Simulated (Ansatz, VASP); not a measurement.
# As in VASP and in Ansatz

INCAR

```
ALGO = Normal
EDIFF = 1E-6
ENCUT = 520
GGA = PS
ISIF = 2
ISMEAR = -1
LASPH = T
LCHARG = F
LREAL = F
LWAVE = F
NBANDS = 8
NELM = 80
PREC = Accurate
SIGMA = 0.1
```

Contents of KPOINTS:

```
k-points
0
Gamma
  13 13 13
```

POSCAR

```
As
1.0
    2.6180897329      0.0000000000      0.0000000000
    0.0000000000      2.6180897329      0.0000000000
    0.0000000000      0.0000000000      2.6180897329
As
1
Direct
    0.0000000000      0.0000000000      0.0000000000
```

Input for Ansatz:

```yaml
crystal:
  lattice:
    - [2.6180897329, 0.0, 0.0]
    - [0.0, 2.6180897329, 0.0]
    - [0.0, 0.0, 2.6180897329]
  atoms:
    - { symbol: As, position: [0.0, 0.0, 0.0] }
hamiltonian:
  xc: pbesol
  pseudopotentials:
    kind: paw
    azcp:
      As: "pseudopotentials/As.paw.azcp"
basis:
  ecutwfc: 420
  fft_grid_basis: typed
kpoints:
  mp_grid: { grid: [13, 13, 13], shift: [0, 0, 0] }
magnetization:
  spin_polarized: false
scf:
  occupations: { method: fermi_dirac, width: 0.1 }
  lower_state_search: "off"
output:
  stress: true
```

Alike in both runs: task single point; functional PBEsol; k mesh 13 × 13 × 13; occupations fermi-dirac, width 0.1 eV; no spin polarisation.

```csv
,VASP,Ansatz
version,VASP 6.6.1,Ansatz 0.2.0
potentials or method,"VASP PAW PBE potentials, release 64 (As), cutoff 520 eV","plane waves (420 eV) with PAW, scalar-relativistic"
valence electrons in the cell,5,15
```

```tsv
	VASP	Ansatz	Ansatz less VASP
pressure (GPa)	9.6	9.0	-0.59
```

VASP's potentials were made for PBE, not for PBEsol, and Ansatz warns of the same on its side. VASP's potentials hold 5 valence electrons a cell and Ansatz's 15, so a difference there can come from the potentials and not from the codes.
